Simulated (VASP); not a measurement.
Crystal: SnSe2.

```
CELL_PARAMETERS angstrom
3.82515 0.00000 0.00000
-1.91257 3.31268 0.00000
0.00000 0.00000 6.22708
ATOMIC_POSITIONS crystal
Sn 0.00000 0.00000 0.00000
Se 0.33333 0.66667 0.25308
Se 0.66667 0.33333 0.74692
```

Base run:

```yaml
Program: VASP 6.6.1
Functional: r2SCAN
Potentials_or_basis: VASP PAW PBE potentials, release 64 (Sn_d, Se)
Cutoff: 520 eV
k_mesh: 12 × 12 × 4
Occupations: gaussian, width 0.01 eV
Spin: no spin polarisation
```

Its results: band gap on the k mesh 1.01 eV, indirect (least direct gap 1.49 eV); pressure 1.0 GPa; largest force 0.016 eV/Å.

Problem. The run is repeated on the same cell with these changes: functional from r2SCAN to PBE. What comes out?

Solution. Band gap on the k mesh 0.74 eV, indirect (least direct gap 1.12 eV); pressure 3.0 GPa; largest force 0.275 eV/Å.

r2SCAN gives the wider gap, since meta-GGAs in the generalised Kohn-Sham scheme recover part of the derivative discontinuity.

Caveats: spin-orbit coupling is left out, which moves the levels of the heavy elements; the PAW data sets were made with another functional, which shifts forces and pressure a little (some runs); this functional lacks dispersion, which binds the layers, so the pressure and a relaxed spacing across them are unreliable (some runs).

A k mesh can miss the band edges.
